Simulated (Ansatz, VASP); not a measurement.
**Two plane-wave programs on Ru**

```
Ru
1.0
     2.72372    0.00000    0.00000
    -1.36186    2.35881    0.00000
     0.00000    0.00000    4.31026
Ru
2
Direct
  0.66667 0.33333 0.75000
  0.33333 0.66667 0.25000
```

Alike in both runs: task single point; functional RPBE; k mesh 11 × 11 × 6; occupations fermi-dirac, width 0.05 eV; no spin polarisation.

```csv
,VASP,Ansatz
version,VASP 6.6.1,Ansatz 0.2.0
potentials or method,"VASP PAW PBE potentials, release 64 (Ru_pv)",Ansatz PAW
plane-wave cutoff (eV),520,420
valence electrons in the cell,28,32
```

Ansatz gave:

```
gap on the k mesh at the Fermi level (eV)                     : none
pressure (GPa)                                                : 2.6
traceless stress, the component that is largest in VASP (GPa) : -0.20
```

Question: Which values does VASP return?

Answer: gap on the k mesh at the Fermi level (eV): none; pressure (GPa): 2.6; traceless stress, the component that is largest in VASP (GPa): -0.19.

VASP's potentials were made for PBE, not for RPBE. A gap of «none» marks a metal or a gap that the smearing closes. VASP's potentials hold 28 valence electrons a cell and Ansatz's 32, so a difference there can come from the potentials and not from the codes.
